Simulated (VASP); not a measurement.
A run of VASP 6.6.1:

INCAR

```
SYSTEM = Zr
  PREC = Accurate
  ENCUT = 520
  EDIFF = 1E-7
  ISMEAR = -1
  SIGMA = 0.05
  LREAL = .FALSE.
  LASPH = .TRUE.
  NELM = 150
  ALGO = Normal
  ISIF = 2
  LWAVE = .FALSE.
  LCHARG = .FALSE.
  MAGMOM = 0 0 0 0 0 0
  LORBIT = 11
  LSORBIT = .TRUE.
  GGA_COMPAT = .FALSE.
  LORBMOM = .TRUE.
  LMAXMIX = 4
  GGA = PS
  NBANDS = 36
```

The input KPOINTS:

```
Automatic mesh
0
G
  9 9 5
  0 0 0
```

The input POSCAR:

```
Zr
1.0
    3.2320000000      0.0000000000      0.0000000000
   -1.6160000000      2.7989941050      0.0000000000
    0.0000000000      0.0000000000      5.1470000000
Zr
2
Direct
    0.6666666667      0.3333333333      0.7500000000
    0.3333333333      0.6666666667      0.2500000000
```

Potentials or basis: VASP PAW PBE potentials, release 64 (Zr_sv).

Run with:

```console
$ cat potpaw_PBE.64/Zr_sv/POTCAR > POTCAR
$ mpirun -np 1 vasp_ncl > vasp.out
```

Hardware: 1 thread of Intel(R) Xeon(R) 6975P-C (Granite Rapids), on a shared host.

Task: Estimate the wall time of this run.

Result: It took 46 s on 1 thread of Intel(R) Xeon(R) 6975P-C (Granite Rapids) (shared host), peak memory 0.29 GiB. Counts: scf iterations 13, k points 36.
